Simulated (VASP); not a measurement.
The system is NaH.

```xyz
2
Lattice="2.9324 0.0000 0.0000 0.0000 2.9324 0.0000 0.0000 0.0000 2.9324" Properties=species:S:1:pos:R:3 pbc="T T T"
Na    0.0000    0.0000    0.0000
H     1.4662    1.4662    1.4662
```

Base run:

* Program: VASP 6.6.1
* Functional: r2SCAN
* Potentials or basis: VASP PAW PBE potentials, release 64 (Na_pv, H)
* Cutoff: 520 eV
* k mesh: 6 × 6 × 6
* Occupations: gaussian, width 0.01 eV
* Spin: no spin polarisation

Its results: band gap on the k mesh 1.60 eV (least direct gap 5.16 eV); pressure -0.3 GPa.

Problem. The run is repeated on the same cell with these changes: functional from r2SCAN to PBE0. What comes out?

Solution. Band gap on the k mesh 2.61 eV (least direct gap 6.48 eV); pressure 0.3 GPa.

Caveats: the structure was generated, so it needn't be the stable form of NaH; the PAW data sets were made with another functional, which shifts forces and pressure a little.

A k mesh can miss the band edges.
